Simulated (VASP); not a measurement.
A run of VASP 6.6.1:

INCAR

```
SYSTEM = Ge2Sb2Te5
PREC = Accurate
ENCUT = 600
EDIFF = 1E-6
ISMEAR = 0
SIGMA = 0.01
LREAL = .FALSE.
LASPH = .TRUE.
NELM = 60
ALGO = Normal
ISIF = 3
LWAVE = .FALSE.
LCHARG = .FALSE.
GGA = PS
IBRION = 2
NSW = 80
EDIFFG = -0.001
```

Contents of KPOINTS:

```
regular mesh
0
G
  9 9 2
  0 0 0
```

POSCAR

```
Ge2Sb2Te5
1.0
    4.2250784400      0.0000000000      0.0000000000
   -2.1125392200      3.6590252620      0.0000000000
    0.0000000000      0.0000000000     16.8717647902
Ge Sb Te
2 2 5
Direct
    0.3333333333      0.6666666667      0.8997287020
    0.6666666667      0.3333333333      0.1002712980
    0.0000000000      0.0000000000      0.6830926727
    0.0000000000      0.0000000000      0.3169073273
    0.0000000000      0.0000000000      0.0000000000
    0.6666666667      0.3333333333      0.8015614506
    0.3333333333      0.6666666667      0.1984385494
    0.3333333333      0.6666666667      0.5811794074
    0.6666666667      0.3333333333      0.4188205926
```

Potentials or basis: VASP PAW PBE potentials, release 64 (Ge_d, Sb, Te).

The run is started by

```sh
$ cat potpaw_PBE.64/Ge_d/POTCAR potpaw_PBE.64/Sb/POTCAR potpaw_PBE.64/Te/POTCAR > POTCAR
$ mpirun -np 1 vasp_std > vasp.out
```

Hardware: 1 thread of Oxide Virtual Turin-like Processor, with other jobs on the host.

Problem. How long does it take, and how much memory?

Solution. Wall time 54 min on 1 thread of Oxide Virtual Turin-like Processor, on a shared host, peak memory 0.65 GiB. Counts: scf iterations 132, k points 24, ion steps 42.
